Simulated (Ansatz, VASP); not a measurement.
## Two plane-wave programs on Ba

File INCAR:

```
SYSTEM = Ba
PREC = Accurate ; ENCUT = 520
EDIFF = 1E-6 ; ISMEAR = 0
SIGMA = 0.1 ; LREAL = .False.
LASPH = .True. ; NELM = 100
ALGO = Normal ; ISIF = 2
LWAVE = .False. ; LCHARG = .False.
GGA = PE ; NBANDS = 11
```

Contents of KPOINTS:

```
regular mesh
0
Gamma
  12 12 12
  0 0 0
```

File POSCAR:

```
Ba
1.0
    0.0000000000      3.1723324251      3.1723324251
    3.1723324251      0.0000000000      3.1723324251
    3.1723324251      3.1723324251      0.0000000000
Ba
1
Direct
    0.0000000000      0.0000000000      0.0000000000
```

Input for Ansatz:

```yaml
crystal:
  lattice:
    - [0.0, 3.1723324251, 3.1723324251]
    - [3.1723324251, 0.0, 3.1723324251]
    - [3.1723324251, 3.1723324251, 0.0]
  atoms:
    - { symbol: Ba, position: [0.0, 0.0, 0.0] }
basis:
  ecutwfc: 420
kpoints:
  mp_grid: { grid: [12, 12, 12] }
  band_path:
    path:
      - [[0.0, 0.0, 0.0], [0.5, 0.0, 0.5], [0.625, 0.25, 0.625]]
      - [[0.375, 0.375, 0.75], [0.0, 0.0, 0.0], [0.5, 0.5, 0.5], [0.5, 0.25, 0.75], [0.5, 0.0, 0.5]]
    npoints: 14
hamiltonian:
  xc: pbe
scf:
  occupations: { method: gaussian, width: 0.1 }
  n_extra_bands: 6
output:
  forces: true
  stress: true
  eigenvalues: true
  populations: true
  dos: { projected: true, de: 0.02, nscf_kmesh: { grid: [18, 18, 18] } }
  bader: true
  write_density: true
  write_potential: true
  elf: true
  volumetric_format: npy
```

Alike in both runs: task single point; functional PBE; k mesh 12 × 12 × 12; occupations gaussian, width 0.1 eV; no spin polarisation.

```csv
,VASP,Ansatz
version,VASP 6.6.1,Ansatz 0.2.0
potentials or method,"VASP PAW PBE potentials, release 64 (Ba_sv), cutoff 520 eV","scalar-relativistic, plane waves, PAW"
valence electrons in the cell,10,10
```

Ansatz gave:

| Item | Value |
| --- | --- |
| gap on the k mesh at the Fermi level (eV) | none |
| pressure (GPa) | 0.0 |

Question: Estimate VASP's values.

Answer: gap on the k mesh at the Fermi level (eV): none; pressure (GPa): 0.1.

A gap of «none» marks a metal or a gap that the smearing closes.

Neither program's run includes spin-orbit coupling.
